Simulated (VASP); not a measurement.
**AsH3Ir12: single point with PBE+D3(BJ)**

System: AsH3Ir12, a slab with vacuum.

```
CELL_PARAMETERS angstrom
5.43132 0.00000 0.00000
-2.71566 4.70366 0.00000
0.00000 0.00000 23.30375
ATOMIC_POSITIONS crystal
Ir 0.33333 0.16667 0.34329
Ir 0.33333 0.66667 0.34329
Ir 0.83333 0.16667 0.34329
Ir 0.83333 0.66667 0.34329
Ir 0.66804 0.33573 0.43752
Ir 0.66782 0.83217 0.43749
Ir 0.16674 0.33325 0.43662
Ir 0.16430 0.83197 0.43752
Ir 0.00197 0.49780 0.53632
Ir 0.00199 0.00406 0.53597
Ir 0.49576 0.49780 0.53600
Ir 0.49988 0.99994 0.53039
As 0.16711 0.33255 0.61754
H 0.67465 0.34825 0.57836
H 0.67163 0.82816 0.57801
H 0.15312 0.82592 0.57827
```

* Program: VASP 6.6.1
* Task: single point
* Functional: PBE
* Dispersion: D3(BJ)
* Potentials or basis: VASP PAW PBE potentials, release 64 (Ir, As, H)
* Cutoff: 520 eV
* k mesh: 4 × 4 × 1
* Occupations: gaussian, width 0.1 eV
* Spin: no spin polarisation

```
Largest force              : 0.094 eV/Å
Band gap on the k mesh     : zero (bands 58 and 59 overlap by 1.00 eV)
Dispersion energy per atom : -0.419 eV
```

Forces in eV/Å, atoms in the order of the input:
```
Ir   0.074 -0.042 -0.028
Ir  -0.003  0.081 -0.034
Ir  -0.072 -0.038 -0.033
Ir   0.005 -0.003 -0.045
Ir  -0.003 -0.015 -0.001
Ir  -0.014  0.007 -0.001
Ir  -0.005  0.002  0.015
Ir   0.010  0.008  0.001
Ir  -0.005  0.007 -0.006
Ir   0.005 -0.010  0.000
Ir   0.009  0.004  0.001
Ir   0.003  0.000 -0.021
As   0.000 -0.001  0.094
H   -0.002 -0.006  0.019
H   -0.005  0.003  0.019
H    0.004  0.004  0.019
```

Levels at points of the mesh, in eV from the Fermi level:
```csv
k point,band 56,band 57,band 58,band 59,band 60,band 61
"(0.00, 0.00, 0.00)",0.29,0.29,0.54,0.54,0.88,0.93
"(0.50, 0.00, 0.00)",-0.86,-0.75,-0.60,-0.46,-0.13,-0.08
"(0.00, 0.50, 0.00)",-0.86,-0.76,-0.60,-0.46,-0.13,-0.08
"(0.50, 0.50, 0.00)",-0.86,-0.75,-0.60,-0.47,-0.13,-0.08
```

Wall time 58 min on 1 thread of Intel Xeon 8259CL, on a shared host, peak memory 0.78 GiB.

Caveat: spin-orbit coupling is left out, which moves the levels of the heavy elements.
